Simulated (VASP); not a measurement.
Input of a VASP 6.6.1 run:

The input INCAR:

```
PREC = Accurate ; ENCUT = 520
EDIFF = 1E-6 ; ISMEAR = 0
SIGMA = 0.1 ; LREAL = False
LASPH = True ; NELM = 100
ALGO = Normal ; ISIF = 2
LWAVE = False ; LCHARG = False
NBANDS = 12
```

File KPOINTS:

```
regular mesh
0
Gamma
  18 18 18
```

File POSCAR:

```
Nb
1.0
   -1.6238343911      1.6238343911      1.6238343911
    1.6238343911     -1.6238343911      1.6238343911
    1.6238343911      1.6238343911     -1.6238343911
Nb
1
Direct
    0.0000000000      0.0000000000      0.0000000000
```

Potentials or basis: VASP PAW LDA potentials, release 64 (Nb_sv).

Command:

```console
$ cat potpaw_LDA.64/Nb_sv/POTCAR > POTCAR
$ mpirun -np 1 vasp_std > vasp.out
```

(1) What does it give for the band gap on the k mesh?

(2) Estimate the pressure.

## Answers

(1) zero (an odd number of electrons rules out a gap without spin polarisation).

(2) -0.2 GPa.
